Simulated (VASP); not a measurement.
# Pb (P6_3/mmc) in VASP: further runs

Runs on Pb. Level: PBEsol. Tasks: single point.

Program: VASP 6.6.1. These are calculated values, not measurements. Logs are shortened: lines on timing, memory, paths and dates and some standing lists are left out, and cuts for length are marked.

### 1 The cell of the first run

Symmetry: P6_3/mmc, No. 194, hexagonal system. Conventional cell: a = 3.341 Å, b = 3.341 Å, c = 5.814 Å, α = 90.00°, β = 90.00°, γ = 120.00°. Within 4.4 Å of Pb (site symmetry -6m2) lie 12 Pb at 3.34 to 3.49 Å.

This isn't the form of Pb at room conditions, which is fcc.

### 2 Single point, PBEsol (strain -0.040 along x and y, +0.040 along z)

INCAR

```
SYSTEM = Pb
PREC = Accurate
ENCUT = 520
EDIFF = 1E-7
ISMEAR = 0
SIGMA = 0.15
LREAL = .FALSE.
LASPH = .TRUE.
NELM = 80
ALGO = Fast
ISIF = 2
LWAVE = .FALSE.
LCHARG = .FALSE.
GGA = PS
NBANDS = 21
```

KPOINTS

```
regular mesh
0
G
  18 18 10
  0 0 0
```

POSCAR

```
Pb
1.0
    3.3408006629      0.0000000000      0.0000000000
   -1.6704003315      2.8932182431      0.0000000000
    0.0000000000      0.0000000000      5.8136000000
Pb
2
Direct
    0.3333333333      0.6666666667      0.2500000000
    0.6666666667      0.3333333333      0.7500000000
```

Potentials or basis: VASP PAW PBE potentials, release 64 (Pb_d).

On the command line:

```sh
$ cat potpaw_PBE.64/Pb_d/POTCAR > POTCAR
$ mpirun -np 1 vasp_std > vasp.out
```

OUTCAR:

```text
SYSTEM = Pb
   PREC = Accurate
   ENCUT = 520
   EDIFF = 1E-7
   ISMEAR = 0
   LREAL = .FALSE.
   LASPH = .TRUE.
   NELM = 80
   ISIF = 2
   GGA = PS

 ion  position               nearest neighbor table
   1  0.333  0.667  0.250-   2 3.49   2 3.49   2 3.49   2 3.49   2 3.49   2 3.49
   2  0.667  0.333  0.750-   1 3.49   1 3.49   1 3.49   1 3.49   1 3.49   1 3.49

  LATTYP: Found a hexagonal cell.
 ALAT       =     3.3408006629
 C/A-ratio  =     1.7401816470

  Lattice vectors:

 A1 = (   3.3408006629,   0.0000000000,   0.0000000000)
 A2 = (  -1.6704003315,   2.8932182431,   0.0000000000)
 A3 = (   0.0000000000,   0.0000000000,   5.8136000000)

Analysis of symmetry for initial positions (statically):
=====================================================================
 Subroutine PRICEL returns:
 Original cell was already a primitive cell.

 Routine SETGRP: Setting up the symmetry group for a
 hexagonal supercell.

 Subroutine GETGRP returns: Found 24 space group operations
 (whereof 12 operations were pure point group operations)
 out of a pool of 24 trial point group operations.

The static configuration has the point symmetry D_3d.
 The point group associated with its full space group is D_6h.

Analysis of symmetry for dynamics (positions and initial velocities):
=====================================================================
 Subroutine PRICEL returns:
 Original cell was already a primitive cell.

 Routine SETGRP: Setting up the symmetry group for a
 hexagonal supercell.

 Subroutine GETGRP returns: Found 24 space group operations
 (whereof 12 operations were pure point group operations)
 out of a pool of 24 trial point group operations.

The dynamic configuration has the point symmetry D_3d.
 The point group associated with its full space group is D_6h.

 Subroutine INISYM returns: Found 24 space group operations
 (whereof 12 operations are pure point group operations),
 and found     1 'primitive' translations

----------------------------------------------------------------------------------------

                                     Primitive cell

  volume of cell :      56.1923

  direct lattice vectors                    reciprocal lattice vectors
     3.340800663  0.000000000  0.000000000     0.299329443  0.172817934  0.000000000
    -1.670400332  2.893218243  0.000000000     0.000000000  0.345635868  0.000000000
     0.000000000  0.000000000  5.813600000     0.000000000  0.000000000  0.172010458

  length of vectors
     3.340800663  3.340800663  5.813600000     0.345635868  0.345635868  0.172010458

  position of ions in fractional coordinates (direct lattice)
     0.333333333  0.666666667  0.250000000
     0.666666667  0.333333333  0.750000000

  ion indices of the primitive-cell ions
   primitive index   ion index
                 1           1
                 2           2

----------------------------------------------------------------------------------------

 KPOINTS: regular mesh

Automatic generation of k-mesh.
 Grid dimensions read from file:
 generate k-points for:   18   18   10

 Generating k-lattice:

  Cartesian coordinates                     Fractional coordinates (reciprocal lattice)
     0.016629413  0.009600996  0.000000000     0.055555556 -0.000000000  0.000000000
     0.000000000  0.019201993  0.000000000     0.000000000  0.055555556  0.000000000
     0.000000000  0.000000000  0.017201046     0.000000000  0.000000000  0.100000000

  Length of vectors
     0.019201993  0.019201993  0.017201046

  Shift w.r.t. Gamma in fractional coordinates (k-lattice)
     0.000000000  0.000000000  0.000000000

 Subroutine IBZKPT returns following result:
 ===========================================

 Found    222 irreducible k-points:

 Following reciprocal coordinates:
            Coordinates               Weight
  0.000000  0.000000  0.000000      1.000000
  0.055556  0.000000  0.000000      6.000000
  0.111111  0.000000  0.000000      6.000000
  0.166667  0.000000  0.000000      6.000000
  0.222222  0.000000  0.000000      6.000000
  0.277778  0.000000  0.000000      6.000000
[... 16 lines left out ...]
  0.333333  0.111111  0.000000     12.000000
  0.388889  0.111111  0.000000     12.000000
 [... further k-points ...]
   k-points           NKPTS =    222   k-points in BZ     NKDIM =    222   number of bands    NBANDS=     21
   number of dos      NEDOS =    301   number of ions     NIONS =      2
   total plane-waves  NPLWV =  37632
   dimension x,y,z NGX =    28 NGY =   28 NGZ =   48
   dimension x,y,z NGXF=    56 NGYF=   56 NGZF=   96
   ions per type =               2
   NGX,Y,Z   is equivalent  to a cutoff of  13.93, 13.93, 13.73 a.u.
   NGXF,Y,Z  is equivalent  to a cutoff of  27.87, 27.87, 27.45 a.u.
 SYSTEM =  Pb
   PREC   = accura    normal or accurate (medium, high low for compatibility)
   ISTART =      0    job   : 0-new  1-cont  2-samecut
   ICHARG =      2    charge: 1-file 2-atom 10-const
   ISPIN  =      1    spin polarized calculation?
   LNONCOLLINEAR =      F non collinear calculations
   LSORBIT =      F    spin-orbit coupling
   LASPH  =      T    aspherical Exc in radial PAW
   ENCUT  =  520.0 eV  38.22 Ry    6.18 a.u.   6.21  6.21 10.81*2*pi/ulx,y,z
   NELM   =     80;   NELMIN=  2; NELMDL= -5     # of ELM steps
   EDIFF  = 0.1E-06   stopping-criterion for ELM
   LREAL  =      F    real-space projection
   EDIFFG = 0.1E-05   stopping-criterion for IOM
   NSW    =      0    number of steps for IOM
   IBRION =     -1    ionic relax: 0-MD 1-quasi-New 2-CG
   NFREE  =      0    steps in history (QN), initial steepest desc. (CG)
   ISIF   =      2    stress and relaxation
   ISYM   =      2    0-nonsym 1-usesym 2-fastsym
   POTIM  = 0.5000    time-step for ionic-motion
   TEBEG  =    0.0;   TEEND  =   0.0 temperature during run
   PSTRESS=    0.0 pullay stress
   NELECT =      28.0000    total number of electrons
   NUPDOWN=      -1.0000    fix difference up-down
   EMIN   =  10.00;   EMAX   =-10.00  energy-range for DOS
   EFERMI =   0.00;   METHOD = LEGACY
   ISMEAR =     0;   SIGMA  =   0.15  broadening in eV -4-tet -1-fermi 0-gaus
   EFERMI_NEDOS =   21; number of points for ismear=-14 and -15
   IALGO  =     68    algorithm
   IMIX   =      4    mixing-type and parameters
     AMIX     =   0.40;   BMIX     =  1.00
     AMIX_MAG =   1.60;   BMIX_MAG =  1.00
  volume/ion in A,a.u.               =      28.10       189.60
  Fermi-wavevector in a.u.,A,eV,Ry     =   1.297882  2.452641 22.918982  1.684498
  Thomas-Fermi vector in A             =   2.429246
   LORBIT       =      0    0 simple, 1 ext, 2 COOP (PROOUT), +10 PAW based schemes
   GGA     = PS    functional components
   LHFCALC =     F    Hartree Fock is set to
   AEXX    =    0.0000 exact exchange contribution
   IVDW    =     0    specifies the selected vdW correction
   LEPSILON=     F    determine dielectric tensor
   LRPA    =     F    only Hartree local field effects (RPA)
 non-spin polarized calculation
 RMM-DIIS sequential band-by-band and
 Gauss-broadening in eV      SIGMA  =   0.15
  energy-cutoff  :      520.00
  volume of cell :       56.19
 maximum number of plane-waves:      1535
 NGX is ok and might be reduce to    28
   NGX = 13   NGY = 13   NGZ = 21

 number of electron      27.9999999 magnetization

 Free energy of the ion-electron system (eV)
  ---------------------------------------------------
  ext. energy  EPLUGINS =         0.00000000
  ---------------------------------------------------
  free energy    TOTEN  =        -7.92905129 eV

  energy without entropy =       -7.91887875  energy(sigma->0) =       -7.92396502

 E-fermi :   7.9812     XC(G=0): -10.7126

 val. band max:        7.9567818046   @ k =   0.3333   0.2222   0.0000
 cond. band min:       8.0062367454   @ k =   0.2778   0.2778   0.1000
 fundamental gap:      0.0494549408
 Fermi energy:         7.9811749494

 k-point     1 :       0.0000    0.0000    0.0000
  band No.  band energies     occupation
      1      -9.1490      2.00000
      2      -9.1309      2.00000
      3      -9.0760      2.00000
      4      -9.0760      2.00000
      5      -9.0546      2.00000
      6      -9.0546      2.00000
[... 13 lines left out ...]
     20      17.8801      0.00000
     21      19.1494      0.00000

 k-point     2 :       0.0556    0.0000    0.0000
  band No.  band energies     occupation
      1      -9.1430      2.00000
      2      -9.1272      2.00000
      3      -9.0748      2.00000
      4      -9.0651      2.00000
      5      -9.0548      2.00000
      6      -9.0441      2.00000
[... 13 lines left out ...]
     20      18.2463      0.00000
     21      19.1825      0.00000

 k-point     3 :       0.1111    0.0000    0.0000
  band No.  band energies     occupation
      1      -9.1432      2.00000
      2      -9.1100      2.00000
      3      -9.0716      2.00000
      4      -9.0445      2.00000
      5      -9.0336      2.00000
      6      -9.0135      2.00000
[... 13 lines left out ...]
     20      18.7118      0.00000
     21      18.8049      0.00000

 k-point     4 :       0.1667    0.0000    0.0000
  band No.  band energies     occupation
      1      -9.1638      2.00000
      2      -9.0820      2.00000
      3      -9.0746      2.00000
      4      -9.0041      2.00000
      5      -8.9849      2.00000
      6      -8.9663      2.00000
[... 13 lines left out ...]
     20      17.7473      0.00000
     21      19.1557      0.00000

 k-point     5 :       0.2222    0.0000    0.0000
  band No.  band energies     occupation
      1      -9.1932      2.00000
      2      -9.0984      2.00000
      3      -9.0329      2.00000
      4      -9.0015      2.00000
      5      -8.9590      2.00000
      6      -8.9476      2.00000
[... 13 lines left out ...]
     20      17.2638      0.00000
     21      18.6547      0.00000
[... 382 lines left out ...]
     20      17.2771      0.00000
     21      18.1580      0.00000

 k-point    22 :       0.2778    0.1111    0.0000
  band No.  band energies     occupation
      1      -9.2094      2.00000
      2      -9.1026      2.00000
      3      -9.0829      2.00000
      4      -9.0085      2.00000
      5      -8.9733      2.00000
      6      -8.9115      2.00000
[... 13 lines left out ...]
     20      17.0103      0.00000
     21      18.7242      0.00000

 k-point    23 :       0.3333    0.1111    0.0000
  band No.  band energies     occupation
      1      -9.2315      2.00000
      2      -9.1153      2.00000
      3      -9.1136      2.00000
      4      -9.0141      2.00000
      5      -8.9354      2.00000
      6      -8.9333      2.00000
[... 13 lines left out ...]
     20      16.8101      0.00000
     21      19.4440      0.00000

 k-point    24 :       0.3889    0.1111    0.0000
  band No.  band energies     occupation
      1      -9.2457      2.00000
      2      -9.1365      2.00000
      3      -9.1217      2.00000
      4      -9.0155      2.00000
      5      -8.9528      2.00000
      6      -8.9050      2.00000
[... 13 lines left out ...]
     20      16.6877      0.00000
     21      20.2079      0.00000

 [... further k-points ...]

------------------------ aborting loop because EDIFF is reached ----------------------------------------

  FORCE on cell =-STRESS in cart. coord.  units (eV):
  Direction    XX          YY          ZZ          XY          YZ          ZX
  --------------------------------------------------------------------------------------
  -------------------------------------------------------------------------------------
  Total        1.6454871      1.6454871      0.3871100     -0.0000000      0.0000000     -0.0000000
  in kB       46.9167750     46.9167750     11.0374325     -0.0000000      0.0000000     -0.0000000
  external PRESSURE =      34.9569941 kB  Pullay stress =       0.0000000 kB

 VOLUME and BASIS-vectors are now :
 -----------------------------------------------------------------------------
  energy-cutoff  :      520.00
  volume of cell :       56.19
      direct lattice vectors                 reciprocal lattice vectors
     3.340800663  0.000000000  0.000000000     0.299329443  0.172817934  0.000000000
    -1.670400332  2.893218243  0.000000000     0.000000000  0.345635868  0.000000000
     0.000000000  0.000000000  5.813600000     0.000000000  0.000000000  0.172010458

 POSITION                                       TOTAL-FORCE (eV/Angst)
 -----------------------------------------------------------------------------------
     -0.00000      1.92881      1.45340         0.000000      0.000000      0.000000
      1.67040      0.96441      4.36020        -0.000000      0.000000      0.000000
 -----------------------------------------------------------------------------------
    total drift:                               -0.000000      0.000000     -0.000000

  FREE ENERGIE OF THE ION-ELECTRON SYSTEM (eV)
  ---------------------------------------------------
  free  energy   TOTEN  =        -7.9290512932 eV

  energy  without entropy=       -7.9188787495  energy(sigma->0) =       -7.92396502
```

Wall time 7.4 min (1 thread of Intel Xeon Platinum 8259CL at 2.50GHz (Skylake/Cascade Lake), shared host); peak memory 0.34 GiB.

What came out:

| Item | Value |
| --- | --- |
| Free energy | -7.9291 eV |
| Pressure | 3.5 GPa |
| Band gap on the k mesh | zero (bands 14 and 15 overlap by 8.90 eV) |

Stress tensor (GPa, compression positive):
```
4.69 0.00 0.00
0.00 4.69 0.00
0.00 0.00 1.10
```

Caveat: the cell differs from its parent crystal (strain -0.040 along x and y, +0.040 along z); the cell stands under pressure; the PAW data sets were made with another functional, which shifts forces and pressure a little; spin-orbit coupling is left out, which moves the levels of the heavy elements.

### 3 Single point, PBEsol (strain -0.040 along x and y, +0.080 along z)

INCAR

```
PREC = Accurate ; ENCUT = 520
EDIFF = 1E-7 ; ISMEAR = 0
SIGMA = 0.15 ; LREAL = False
LASPH = True ; NELM = 60
ALGO = Fast ; ISIF = 2
LWAVE = False ; LCHARG = True
GGA = PS ; LELF = True
LVHAR = True ; NBANDS = 21
```

KPOINTS

```
Automatic mesh
0
Gamma
  18 18 10
```

POSCAR: that of step 2 with these lines changed.

```diff
@@ -4,3 +4,3 @@
    -1.6704003315      2.8932182431      0.0000000000
-    0.0000000000      0.0000000000      5.8136000000
+    0.0000000000      0.0000000000      6.0372000000
 Pb
```

Potentials or basis: VASP PAW PBE potentials, release 64 (Pb_d).

On the command line:

```sh
$ cat potpaw_PBE.64/Pb_d/POTCAR > POTCAR
$ mpirun -np 1 vasp_std > vasp.out
```

Run time: 5.6 min. Hardware: 1 thread of Intel Xeon Platinum 8259CL at 2.50GHz (Skylake/Cascade Lake), shared host; peak memory 0.34 GiB.

The run converged. Its results:

- Free energy: -7.9265 eV
- Pressure: 1.6 GPa
- Band gap on the k mesh: zero (bands 14 and 15 overlap by 7.79 eV)

Stress tensor (GPa, compression positive):
```
 3.15  0.00  0.00
 0.00  3.15  0.00
 0.00  0.00 -1.38
```

Levels at points of the mesh, in eV from the Fermi level:
| k point | band 12 | band 13 | band 14 | band 15 | band 16 | band 17 |
| --- | --- | --- | --- | --- | --- | --- |
| (0.00, 0.00, 0.00) | -9.06 | -4.59 | 5.78 | 7.02 | 7.02 | 8.55 |
| (0.50, 0.00, 0.00) | -6.97 | -3.41 | -2.25 | -0.44 | 1.70 | 2.92 |
| (0.00, 0.00, 0.50) | -11.01 | -0.35 | -0.35 | 7.73 | 7.73 | 7.73 |
| (0.50, 0.00, 0.50) | -7.34 | -3.88 | -3.88 | 3.00 | 3.00 | 4.07 |

Caveat: the cell differs from its parent crystal (strain -0.040 along x and y, +0.080 along z); the PAW data sets were made with another functional, which shifts forces and pressure a little; spin-orbit coupling is left out, which moves the levels of the heavy elements.

### 4 Single point, PBEsol (strain +0.040 along x and y, -0.080 along z)

INCAR

```
SYSTEM = Pb
PREC = Accurate
ENCUT = 520
EDIFF = 1E-7
ISMEAR = 0
SIGMA = 0.15
LREAL = .FALSE.
LASPH = .TRUE.
NELM = 100
ALGO = Fast
ISIF = 2
LWAVE = .FALSE.
LCHARG = .FALSE.
GGA = PS
NBANDS = 21
```

KPOINTS

```
Automatic mesh
0
G
  18 18 10
  0 0 0
```

POSCAR

```
Pb
1.0
    3.6192007182      0.0000000000      0.0000000000
   -1.8096003591      3.1343197634      0.0000000000
    0.0000000000      0.0000000000      5.1428000000
Pb
2
Direct
    0.3333333333      0.6666666667      0.2500000000
    0.6666666667      0.3333333333      0.7500000000
```

On the command line:

```sh
$ cat potpaw_PBE.64/Pb_d/POTCAR > POTCAR
$ mpirun -np 1 vasp_std > vasp.out
```

It took 4.9 min on 1 thread of Intel Xeon Platinum 8259CL at 2.50GHz (Skylake/Cascade Lake), shared host; peak memory 0.33 GiB.

The run converged. Its results:

```
Free energy            : -7.8612 eV
Pressure               : 1.9 GPa
Band gap on the k mesh : zero (bands 14 and 15 overlap by 6.99 eV)
```

Stress tensor (GPa, compression positive):
```
0.25 0.00 0.00
0.00 0.25 0.00
0.00 0.00 5.34
```

Levels at points of the mesh, in eV from the Fermi level:
| k point | band 11 | band 12 | band 13 | band 14 | band 15 | band 16 | band 17 | band 18 |
| --- | --- | --- | --- | --- | --- | --- | --- | --- |
| (0.00, 0.00, 0.00) | -12.08 | -6.89 | -3.96 | 4.21 | 4.21 | 6.54 | 6.54 | 7.38 |
| (0.50, 0.00, 0.00) | -8.89 | -7.43 | -2.35 | -0.49 | -0.49 | 0.99 | 1.98 | 5.40 |
| (0.00, 0.00, 0.50) | -10.52 | -10.52 | 2.57 | 2.57 | 5.38 | 5.38 | 5.38 | 5.38 |
| (0.50, 0.00, 0.50) | -7.79 | -7.79 | -3.88 | -3.88 | 2.84 | 2.84 | 4.28 | 4.28 |

Caveat: the cell differs from its parent crystal (strain +0.040 along x and y, -0.080 along z); the PAW data sets were made with another functional, which shifts forces and pressure a little; spin-orbit coupling is left out, which moves the levels of the heavy elements.

### 5 Summary

```tsv
cell	gap on the mesh (eV)	pressure (GPa)
a = 3.341, b = 3.341, c = 5.814 Å, angles 90.0, 90.0, 120.0°, 2 atoms	none	3.5
a = 3.341, b = 3.341, c = 6.037 Å, angles 90.0, 90.0, 120.0°, 2 atoms	none	1.6
a = 3.619, b = 3.619, c = 5.143 Å, angles 90.0, 90.0, 120.0°, 2 atoms	none	1.9
```

Alike in all rows: task single point; level PBEsol; potentials or basis VASP PAW PBE potentials, release 64 (Pb_d); no spin polarisation; k mesh 18 × 18 × 10; cutoff (eV) 520; smearing gaussian 0.15 eV.

Caveats: the PAW data sets were made with another functional, which shifts forces and pressure a little; spin-orbit coupling is left out, which moves the levels of the heavy elements; the cell stands under pressure (at least some runs).

Absolute energies hang on the potentials; compare differences alone.
